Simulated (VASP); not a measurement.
Write the native input for VASP 6.6.1 that does the following.

| Property | Result |
| --- | --- |
| Task | single point |
| Functional | PBE |
| Potentials or basis | VASP PAW PBE potentials, release 64 (C, O) |
| Cutoff | 520 eV |
| k mesh | 4 × 4 × 4 |
| Occupations | gaussian, width 0.05 eV |
| Spin | no spin polarisation |
| Dipole correction | no |
| Further INCAR settings | ALGO = Normal; EDIFF = 1e-06; NBANDS = 44 |

The structure of CO2 lies in POSCAR:

```
CO2
1.0
    5.8552773479      0.0000000000      0.0000000000
    0.0000000000      5.8552773479      0.0000000000
    0.0000000000      0.0000000000      5.4465789890
C O
4 8
Direct
    0.0000000000      0.0000000000      0.0000000000
    0.5000000000      0.0000000000      0.5000000000
    0.5000000000      0.5000000000      0.0000000000
    0.0000000000      0.5000000000      0.5000000000
    0.1114834447      0.1114834447      0.1114834447
    0.3885165553      0.8885165553      0.6114834447
    0.6114834447      0.3885165553      0.8885165553
    0.8885165553      0.6114834447      0.3885165553
    0.8885165553      0.8885165553      0.8885165553
    0.6114834447      0.1114834447      0.3885165553
    0.3885165553      0.6114834447      0.1114834447
    0.1114834447      0.3885165553      0.6114834447
```

The input as run:

INCAR

```
  PREC = Accurate
  ENCUT = 520
  EDIFF = 1E-6
  ISMEAR = 0
  SIGMA = 0.05
  LREAL = F
  LASPH = T
  NELM = 100
  ALGO = Normal
  ISIF = 2
  LWAVE = F
  LCHARG = F
  GGA = PE
  NBANDS = 44
```

KPOINTS

```
Automatic mesh
0
Gamma
  4 4 4
```

Potentials or basis: VASP PAW PBE potentials, release 64 (C, O).

The run is started by

```console
$ cat potpaw_PBE.64/C/POTCAR potpaw_PBE.64/O/POTCAR > POTCAR
$ mpirun -np 1 vasp_std > vasp.out
```

It gave:

```
Pressure               : 23.6 GPa
Largest force          : 9.223 eV/Å
Band gap on the k mesh : 7.16 eV
```

Caveat: the cell stands under pressure; this functional lacks dispersion, which holds the molecules together, so the pressure and a relaxed volume are unreliable; forces of over 1 eV/Å act on the atoms, so gaps and moduli don't describe the material at rest.

It took 120 s on 1 thread of AMD EPYC 9R45 96-Core Processor (Zen 5), on a shared host, peak memory 0.34 GiB.
